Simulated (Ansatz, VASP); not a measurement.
# Ta2N: VASP beside Ansatz

```
CELL_PARAMETERS angstrom
3.11286 0.00000 0.00000
-1.55643 2.69582 0.00000
0.00000 0.00000 4.86984
ATOMIC_POSITIONS crystal
Ta 0.66667 0.33333 0.74529
Ta 0.33333 0.66667 0.25471
N 0.00000 0.00000 0.00000
```

Alike in both runs: task single point; functional PBE; k mesh 6 × 6 × 4; occupations gaussian, width 0.1 eV; collinear spin.

|  | VASP | Ansatz |
| --- | --- | --- |
| version | VASP 6.6.1 | Ansatz 0.2.0 |
| potentials or method | VASP PAW PBE potentials, release 64 (Ta_pv, N), cutoff 520 eV | scalar-relativistic, plane waves, PAW |
| valence electrons in the cell | 27 | 31 |

VASP gave:

```
gap on the k mesh at the Fermi level (eV)                     : none
pressure (GPa)                                                : -0.8
traceless stress, the component that is largest in VASP (GPa) : 0.33
rms of the force components (eV/Å)                            : 0.111
net moment per atom (μB)                                      : 0.00
```

Problem. What did Ansatz give for the same quantities?

Solution. gap on the k mesh at the Fermi level (eV): none; pressure (GPa): -1.2; traceless stress, the component that is largest in VASP (GPa): 0.41; rms of the force components (eV/Å): 0.131; net moment per atom (μB): 0.00.

Atom by atom the forces differ by 0.020 eV/Å (rms over components). A gap of «none» marks a metal or a gap that the smearing closes. With one functional, cell and mesh, what is left measures potentials, basis and numerics. VASP's potentials hold 27 valence electrons a cell and Ansatz's 31, so a difference there can come from the potentials and not from the codes. Ansatz's warnings: seeded moment not kept.

The k mesh is coarse, so the values compare programs but aren't converged. Spin-orbit coupling is off throughout.
